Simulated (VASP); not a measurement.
# GaCo in VASP: notebook

The runs below take GaCo through single point, with PBEsol+D3(BJ), LDA.

All numbers are computed with VASP 6.6.1; they aren't measurements. Logs are shortened: lines on timing, memory, paths and dates and some standing lists are left out, and cuts for length are marked.

**1. The cell of the first run**

Symmetry: Pm-3m, No. 221, cubic system. Conventional cell: a = 2.878 Å, b = 2.878 Å, c = 2.878 Å, α = 90.00°, β = 90.00°, γ = 90.00°. Ga (site symmetry m-3m) has 8 Co at 2.49 Å and 6 Ga at 2.88 Å within 3.3 Å. Co (site symmetry m-3m) has 8 Ga at 2.49 Å and 6 Co at 2.88 Å within 3.3 Å.

**2. Single point, PBEsol+D3(BJ), collinear spin, ferromagnetic start**

The input, INCAR:

```
PREC = Accurate
ENCUT = 520
EDIFF = 1E-7
ISMEAR = -1
SIGMA = 0.05
LREAL = False
LASPH = True
NELM = 150
ALGO = Fast
ISIF = 2
LWAVE = False
LCHARG = True
ISPIN = 2
MAGMOM = 0 2
LORBIT = 11
LMAXMIX = 4
GGA = PS
IVDW = 12
LELF = True
LVHAR = True
NBANDS = 22
```

The input, KPOINTS:

```
regular mesh
0
Gamma
  9 9 9
```

The input, POSCAR:

```
GaCo
1.0
    2.8780000000      0.0000000000      0.0000000000
    0.0000000000      2.8780000000      0.0000000000
    0.0000000000      0.0000000000      2.8780000000
Ga Co
1 1
Direct
    0.5000000000      0.5000000000      0.5000000000
    0.0000000000      0.0000000000      0.0000000000
```

Potentials or basis: VASP PAW PBE potentials, release 64 (Ga_d, Co).

Command:

```bash
$ cat potpaw_PBE.64/Ga_d/POTCAR potpaw_PBE.64/Co/POTCAR > POTCAR
$ mpirun -np 1 vasp_std > vasp.out
```

OUTCAR:

```text
PREC = Accurate
   ENCUT = 520
   EDIFF = 1E-7
   ISMEAR = -1
   LREAL = False
   LASPH = True
   NELM = 150
   ISIF = 2
   ISPIN = 2
   LORBIT = 11
   GGA = PS
   IVDW = 12
 IVDW          = 12

 ion  position               nearest neighbor table
   1  0.500  0.500  0.500-   2 2.49   2 2.49   2 2.49   2 2.49   2 2.49   2 2.49   2 2.49   2 2.49

   2  0.000  0.000  0.000-   1 2.49   1 2.49   1 2.49   1 2.49   1 2.49   1 2.49   1 2.49   1 2.49

  LATTYP: Found a simple cubic cell.
 ALAT       =     2.8780000000

  Lattice vectors:

 A1 = (   2.8780000000,   0.0000000000,   0.0000000000)
 A2 = (   0.0000000000,   2.8780000000,   0.0000000000)
 A3 = (   0.0000000000,   0.0000000000,   2.8780000000)

Analysis of symmetry for initial positions (statically):
=====================================================================
 Subroutine PRICEL returns:
 Original cell was already a primitive cell.

 Routine SETGRP: Setting up the symmetry group for a
 simple cubic supercell.

 Subroutine GETGRP returns: Found 48 space group operations
 (whereof 48 operations were pure point group operations)
 out of a pool of 48 trial point group operations.

The static configuration has the point symmetry O_h .

Analysis of symmetry for dynamics (positions and initial velocities):
=====================================================================
 Subroutine PRICEL returns:
 Original cell was already a primitive cell.

 Routine SETGRP: Setting up the symmetry group for a
 simple cubic supercell.

 Subroutine GETGRP returns: Found 48 space group operations
 (whereof 48 operations were pure point group operations)
 out of a pool of 48 trial point group operations.

The dynamic configuration has the point symmetry O_h .

Analysis of structural, dynamic, and magnetic symmetry:
=====================================================================
 Subroutine PRICEL returns:
 Original cell was already a primitive cell.

 Routine SETGRP: Setting up the symmetry group for a
 simple cubic supercell.

 Subroutine GETGRP returns: Found 48 space group operations
 (whereof 48 operations were pure point group operations)
 out of a pool of 48 trial point group operations.

The overall configuration has the point symmetry O_h .

 Subroutine INISYM returns: Found 48 space group operations
 (whereof 48 operations are pure point group operations),
 and found     1 'primitive' translations

----------------------------------------------------------------------------------------

                                     Primitive cell

  volume of cell :      23.8381

  direct lattice vectors                    reciprocal lattice vectors
     2.878000000  0.000000000  0.000000000     0.347463516  0.000000000  0.000000000
     0.000000000  2.878000000  0.000000000     0.000000000  0.347463516  0.000000000
     0.000000000  0.000000000  2.878000000     0.000000000  0.000000000  0.347463516

  length of vectors
     2.878000000  2.878000000  2.878000000     0.347463516  0.347463516  0.347463516

  position of ions in fractional coordinates (direct lattice)
     0.500000000  0.500000000  0.500000000
     0.000000000  0.000000000  0.000000000

  ion indices of the primitive-cell ions
   primitive index   ion index
                 1           1
                 2           2

----------------------------------------------------------------------------------------

 KPOINTS: regular mesh

Automatic generation of k-mesh.
 Grid dimensions read from file:
 generate k-points for:    9    9    9

 Generating k-lattice:

  Cartesian coordinates                     Fractional coordinates (reciprocal lattice)
     0.038607057  0.000000000  0.000000000     0.111111111  0.000000000  0.000000000
     0.000000000  0.038607057  0.000000000     0.000000000  0.111111111  0.000000000
     0.000000000  0.000000000  0.038607057     0.000000000  0.000000000  0.111111111

  Length of vectors
     0.038607057  0.038607057  0.038607057

  Shift w.r.t. Gamma in fractional coordinates (k-lattice)
     0.000000000  0.000000000  0.000000000

 Subroutine IBZKPT returns following result:
 ===========================================

 Found     35 irreducible k-points:

 Following reciprocal coordinates:
            Coordinates               Weight
  0.000000  0.000000  0.000000      1.000000
  0.111111  0.000000  0.000000      6.000000
  0.222222  0.000000  0.000000      6.000000
  0.333333  0.000000  0.000000      6.000000
  0.444444  0.000000  0.000000      6.000000
  0.111111  0.111111  0.000000     12.000000
[... 16 lines left out ...]
  0.333333  0.333333  0.111111     24.000000
  0.444444  0.333333  0.111111     48.000000
 [... further k-points ...]
   k-points           NKPTS =     35   k-points in BZ     NKDIM =     35   number of bands    NBANDS=     22
   number of dos      NEDOS =    301   number of ions     NIONS =      2
   total plane-waves  NPLWV =  13824
   dimension x,y,z NGX =    24 NGY =   24 NGZ =   24
   dimension x,y,z NGXF=    48 NGYF=   48 NGZF=   48
   ions per type =               1   1
   NGX,Y,Z   is equivalent  to a cutoff of  13.86, 13.86, 13.86 a.u.
   NGXF,Y,Z  is equivalent  to a cutoff of  27.73, 27.73, 27.73 a.u.
 SYSTEM =  unknown system
   PREC   = accura    normal or accurate (medium, high low for compatibility)
   ISTART =      0    job   : 0-new  1-cont  2-samecut
   ICHARG =      2    charge: 1-file 2-atom 10-const
   ISPIN  =      2    spin polarized calculation?
   LNONCOLLINEAR =      F non collinear calculations
   LSORBIT =      F    spin-orbit coupling
   LASPH  =      T    aspherical Exc in radial PAW
   ENCUT  =  520.0 eV  38.22 Ry    6.18 a.u.   5.35  5.35  5.35*2*pi/ulx,y,z
   NELM   =    150;   NELMIN=  2; NELMDL= -5     # of ELM steps
   EDIFF  = 0.1E-06   stopping-criterion for ELM
   LREAL  =      F    real-space projection
   EDIFFG = 0.1E-05   stopping-criterion for IOM
   NSW    =      0    number of steps for IOM
   IBRION =     -1    ionic relax: 0-MD 1-quasi-New 2-CG
   NFREE  =      0    steps in history (QN), initial steepest desc. (CG)
   ISIF   =      2    stress and relaxation
   ISYM   =      2    0-nonsym 1-usesym 2-fastsym
   POTIM  = 0.5000    time-step for ionic-motion
   TEBEG  =    0.0;   TEEND  =   0.0 temperature during run
   PSTRESS=    0.0 pullay stress
   NELECT =      22.0000    total number of electrons
   NUPDOWN=      -1.0000    fix difference up-down
   EMIN   =  10.00;   EMAX   =-10.00  energy-range for DOS
   EFERMI =   0.00;   METHOD = LEGACY
   ISMEAR =    -1;   SIGMA  =   0.05  broadening in eV -4-tet -1-fermi 0-gaus
   EFERMI_NEDOS =   21; number of points for ismear=-14 and -15
   IALGO  =     68    algorithm
   IMIX   =      4    mixing-type and parameters
     AMIX     =   0.40;   BMIX     =  1.00
     AMIX_MAG =   1.60;   BMIX_MAG =  1.00
  volume/ion in A,a.u.               =      11.92        80.43
  Fermi-wavevector in a.u.,A,eV,Ry     =   1.593890  3.012015 34.565389  2.540484
  Thomas-Fermi vector in A             =   2.692049
   LORBIT       =     11    0 simple, 1 ext, 2 COOP (PROOUT), +10 PAW based schemes
   GGA     = PS    functional components
   LHFCALC =     F    Hartree Fock is set to
   AEXX    =    0.0000 exact exchange contribution
   IVDW    =    12    specifies the selected vdW correction
   LEPSILON=     F    determine dielectric tensor
   LRPA    =     F    only Hartree local field effects (RPA)
 spin polarized calculation
 RMM-DIIS sequential band-by-band and
  energy-cutoff  :      520.00
  volume of cell :       23.84
 maximum number of plane-waves:       656
 NGX is ok and might be reduce to    24
   NGX = 11   NGY = 11   NGZ = 11

 number of electron      22.0000018 magnetization      -0.0000383

 number of electron      22.0000018 magnetization       0.0003677

 Free energy of the ion-electron system (eV)
  ---------------------------------------------------
  ext. energy  EPLUGINS =         0.00000000
  ---------------------------------------------------
  free energy    TOTEN  =       -11.75576695 eV

  energy without entropy =      -11.74450834  energy(sigma->0) =      -11.75013764

 E-fermi :   9.5915     XC(G=0): -13.3494

 val. band max:        9.5198095573   @ k =   0.4444   0.4444   0.1111
 cond. band min:       9.6086541301   @ k =   0.4444   0.3333   0.3333
 fundamental gap:      0.0888445728
 Fermi energy:         9.5914986239

 spin component 1

 k-point     1 :       0.0000    0.0000    0.0000
  band No.  band energies     occupation
      1      -5.4828      1.00000
      2      -5.4828      1.00000
      3      -5.1335      1.00000
      4      -5.1335      1.00000
      5      -5.1335      1.00000
      6      -2.4858      1.00000
[... 14 lines left out ...]
     21      34.8762      0.00000
     22      34.8788      0.00000

 k-point     2 :       0.1111    0.0000    0.0000
  band No.  band energies     occupation
      1      -5.4763      1.00000
      2      -5.4507      1.00000
      3      -5.1453      1.00000
      4      -5.1453      1.00000
      5      -5.1308      1.00000
      6      -2.2523      1.00000
[... 14 lines left out ...]
     21      32.6557      0.00000
     22      33.8484      0.00000

 k-point     3 :       0.2222    0.0000    0.0000
  band No.  band energies     occupation
      1      -5.4597      1.00000
      2      -5.3725      1.00000
      3      -5.1750      1.00000
      4      -5.1750      1.00000
      5      -5.1240      1.00000
      6      -1.5517      1.00000
[... 14 lines left out ...]
     21      29.8567      0.00000
     22      34.5291      0.00000
[... 476 lines left out ...]
 k-point    23 :       0.3333    0.3333    0.1111
  band No.  band energies     occupation
      1      -5.3634      1.00000
      2      -5.3183      1.00000
      3      -5.2362      1.00000
      4      -5.2277      1.00000
      5      -5.1120      1.00000
      6       1.6128      1.00000
[... 14 lines left out ...]
     21      32.5824      0.00000
     22      33.3644      0.00000

 k-point    24 :       0.4444    0.3333    0.1111
  band No.  band energies     occupation
      1      -5.4040      1.00000
      2      -5.3071      1.00000
      3      -5.2604      1.00000
      4      -5.2319      1.00000
      5      -5.0521      1.00000
      6       2.7136      1.00000
[... 14 lines left out ...]
     21      33.1777      0.00000
     22      34.9207      0.00000

 [... further k-points ...]

 spin component 2

 k-point     1 :       0.0000    0.0000    0.0000
  band No.  band energies     occupation
      1      -5.4828      1.00000
      2      -5.4828      1.00000
      3      -5.1336      1.00000
      4      -5.1336      1.00000
      5      -5.1336      1.00000
      6      -2.4860      1.00000
[... 14 lines left out ...]
     21      34.8756      0.00000
     22      34.8801      0.00000

 k-point     2 :       0.1111    0.0000    0.0000
  band No.  band energies     occupation
      1      -5.4763      1.00000
      2      -5.4507      1.00000
      3      -5.1453      1.00000
      4      -5.1453      1.00000
      5      -5.1309      1.00000
      6      -2.2524      1.00000
[... 14 lines left out ...]
     21      32.6566      0.00000
     22      33.8486      0.00000

 k-point     3 :       0.2222    0.0000    0.0000
  band No.  band energies     occupation
      1      -5.4598      1.00000
      2      -5.3726      1.00000
      3      -5.1750      1.00000
      4      -5.1750      1.00000
      5      -5.1240      1.00000
      6      -1.5518      1.00000
[... 14 lines left out ...]
     21      29.8567      0.00000
     22      34.5308      0.00000
[... 476 lines left out ...]
 k-point    23 :       0.3333    0.3333    0.1111
  band No.  band energies     occupation
      1      -5.3635      1.00000
      2      -5.3183      1.00000
      3      -5.2362      1.00000
      4      -5.2277      1.00000
      5      -5.1120      1.00000
      6       1.6127      1.00000
[... 14 lines left out ...]
     21      32.5827      0.00000
     22      33.3656      0.00000

 k-point    24 :       0.4444    0.3333    0.1111
  band No.  band energies     occupation
      1      -5.4040      1.00000
      2      -5.3071      1.00000
      3      -5.2605      1.00000
      4      -5.2320      1.00000
      5      -5.0521      1.00000
      6       2.7136      1.00000
[... 14 lines left out ...]
     21      33.1780      0.00000
     22      34.9226      0.00000

 [... further k-points ...]

------------------------ aborting loop because EDIFF is reached ----------------------------------------

 Edisp (eV)   -0.81629

 E8    (eV) :    -0.5543

  FORCE on cell =-STRESS in cart. coord.  units (eV):
  Direction    XX          YY          ZZ          XY          YZ          ZX
  --------------------------------------------------------------------------------------
  -------------------------------------------------------------------------------------
  Total      -1.87842    -1.87842    -1.87842    -0.00000    -0.00000     0.00000
  in kB    -126.24988  -126.24988  -126.24988    -0.00000    -0.00000     0.00000
  external pressure =     -126.25 kB  Pullay stress =        0.00 kB

 VOLUME and BASIS-vectors are now :
 -----------------------------------------------------------------------------
  energy-cutoff  :      520.00
  volume of cell :       23.84
      direct lattice vectors                 reciprocal lattice vectors
     2.878000000  0.000000000  0.000000000     0.347463516  0.000000000  0.000000000
     0.000000000  2.878000000  0.000000000     0.000000000  0.347463516  0.000000000
     0.000000000  0.000000000  2.878000000     0.000000000  0.000000000  0.347463516

 POSITION                                       TOTAL-FORCE (eV/Angst)
 -----------------------------------------------------------------------------------
      1.43900      1.43900      1.43900         0.000000      0.000000      0.000000
      0.00000      0.00000      0.00000         0.000000      0.000000      0.000000
 -----------------------------------------------------------------------------------
    total drift:                                0.000000      0.000000     -0.000000

  FREE ENERGIE OF THE ION-ELECTRON SYSTEM (eV)
  ---------------------------------------------------
  free  energy   TOTEN  =       -12.5720559765 eV

  energy  without entropy=      -12.5607973643  energy(sigma->0) =      -12.56642667

 total charge

# of ion       s       p       d       tot
------------------------------------------
    1        0.848   0.889  10.053  11.789
    2        0.388   0.455   7.509   8.351
--------------------------------------------------
tot          1.235   1.343  17.561  20.140

 magnetization (x)

# of ion       s       p       d       tot
------------------------------------------
    1       -0.000  -0.000  -0.000  -0.000
    2        0.000  -0.000   0.000   0.000
--------------------------------------------------
tot         -0.000  -0.000   0.000   0.000
```

It took 49 s on 1 thread of AMD EPYC 7R13 (Zen 3), shared host; peak memory 0.15 GiB.

What came out:

- Free energy: -12.5721 eV
- Pressure: -12.6 GPa
- Band gap on the k mesh: zero (filled and empty bands overlap)
- Net moment: 0.00 μB per cell
- Valence electrons inside the program's atomic spheres: Ga 11.79; Co 8.35
- Dispersion energy per atom: -0.408 eV

Caveat: the starting moments collapsed, and a magnetic state may lie lower; the PAW data sets were made with another functional, which shifts forces and pressure a little; pairwise dispersion overbinds metals, which lowers pressure and volume.

(Part 1 of 3 ends here.)
